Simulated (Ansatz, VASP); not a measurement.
## One calculation of Ti, two programs

```
CELL_PARAMETERS angstrom
-1.50991 1.50991 2.19390
1.50991 -1.50991 2.19390
1.50991 1.50991 -2.19390
ATOMIC_POSITIONS crystal
Ti 0.00000 0.00000 0.00000
```

Alike in both runs: task single point; functional PBE; k mesh 22 × 22 × 22; occupations gaussian, width 0.15 eV; no spin polarisation.

```csv
,VASP,Ansatz
version,VASP 6.6.1,Ansatz 0.2.0
potentials or method,"VASP PAW PBE potentials, release 64 (Ti_sv), cutoff 520 eV","scalar-relativistic, plane waves, PAW"
valence electrons in the cell,12,12
```

|  | VASP | Ansatz | Ansatz less VASP |
| --- | --- | --- | --- |
| gap on the k mesh at the Fermi level (eV) | none | none | - |
| pressure (GPa) | -11.8 | -11.8 | +0.09 |
| traceless stress, the component that is largest in VASP (GPa) | -0.59 | -0.59 | -0.001 |

A gap of «none» marks a metal or a gap that the smearing closes. With one functional, cell and mesh, what is left measures potentials, basis and numerics.
